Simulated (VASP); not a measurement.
# Pb: single point with PBEsol-based screened hybrid with 25 % exact exchange

Crystal: Pb.

```xyz
1
Lattice="0.0000 2.4750 2.4750 2.4750 0.0000 2.4750 2.4750 2.4750 0.0000" Properties=species:S:1:pos:R:3 pbc="T T T"
Pb    0.0000    0.0000    0.0000
```

- Program: VASP 6.6.1
- Task: single point
- Functional: PBEsol-based screened hybrid with 25 % exact exchange
- Potentials or basis: VASP PAW PBE potentials, release 64 (Pb_d)
- Cutoff: 520 eV
- k mesh: 5 × 5 × 5
- Occupations: fermi-dirac, width 0.05 eV
- Spin: no spin polarisation
- Dipole correction: no
- Grid for exact exchange (PRECFOCK): Normal
- Share of exact exchange: 0.25
- Further INCAR settings: ALGO = Normal; EDIFF = 1e-06; NBANDS = 13
- Screening parameter: 0.207 1/Å

```yaml
Pressure: -1.5 GPa
Band_gap_on_the_k_mesh: zero (bands 7 and 8 overlap by 8.86 eV)
```

Levels at points of the mesh, in eV from the Fermi level:
```tsv
k point	band 5	band 6	band 7	band 8	band 9	band 10
(0.00, 0.00, 0.00)	-18.46	-12.75	8.52	8.52	8.52	10.86
```

Wall time 8.3 min on 1 thread of Intel(R) Xeon(R) Platinum 8488C (Sapphire Rapids), on a shared host, peak memory 0.26 GiB.

Caveat: the k points lie up to 0.44 Å⁻¹ apart, too coarse for converged energies and pressures of a metal; the PAW data sets were made with another functional, which shifts forces and pressure a little; spin-orbit coupling is left out, which moves the levels of the heavy elements.
